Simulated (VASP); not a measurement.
# Al: single point with PBE+D3(BJ)

Crystal: Al.

```
Al
1.0
     2.79966    0.00000    0.00000
    -1.39983    2.42457    0.00000
     0.00000    0.00000    9.19214
Al
4
Direct
  0.00000 0.00000 0.00000
  0.33333 0.66667 0.25000
  0.00000 0.00000 0.50000
  0.66667 0.33333 0.75000
```

This isn't the form of Al at room conditions, which is fcc.

| Property | Result |
| --- | --- |
| Program | VASP 6.6.1 |
| Task | single point |
| Functional | PBE |
| Dispersion | D3(BJ) |
| Potentials or basis | VASP PAW PBE potentials, release 64 (Al) |
| Cutoff | 520 eV |
| k mesh | 18 × 18 × 6 |
| Occupations | gaussian, width 0.15 eV |
| Spin | no spin polarisation |
| Dipole correction | no |
| Further INCAR settings | ALGO = Normal; EDIFF = 1e-06; NBANDS = 14 |

The pressure is 1.4 GPa, the band gap on the k mesh is zero (bands 6 and 7 overlap by 5.55 eV) and the dispersion energy per atom is -0.357 eV.

Levels at points of the mesh, in eV from the Fermi level:
| k point | band 2 | band 3 | band 4 | band 5 | band 6 | band 7 | band 8 | band 9 | band 10 | band 11 |
| --- | --- | --- | --- | --- | --- | --- | --- | --- | --- | --- |
| (0.00, 0.00, 0.00) | -9.78 | -9.77 | -4.84 | -4.51 | 3.46 | 3.47 | 11.20 | 11.20 | 11.32 | 11.32 |
| (0.50, 0.00, 0.00) | -5.35 | -4.06 | -4.02 | -3.36 | -3.31 | 0.82 | 1.24 | 1.39 | 1.73 | 5.94 |
| (0.00, 0.00, 0.50) | -11.08 | -7.63 | -7.63 | -0.95 | -0.95 | 8.46 | 8.46 | 11.54 | 11.54 | 11.54 |
| (0.50, 0.00, 0.50) | -5.01 | -4.93 | -4.93 | -1.90 | -1.90 | -1.22 | -1.22 | 4.72 | 4.72 | 4.79 |

Run time: 39 s on 1 thread of Intel(R) Xeon(R) 6975P-C (Granite Rapids) (shared host), peak memory 0.25 GiB.
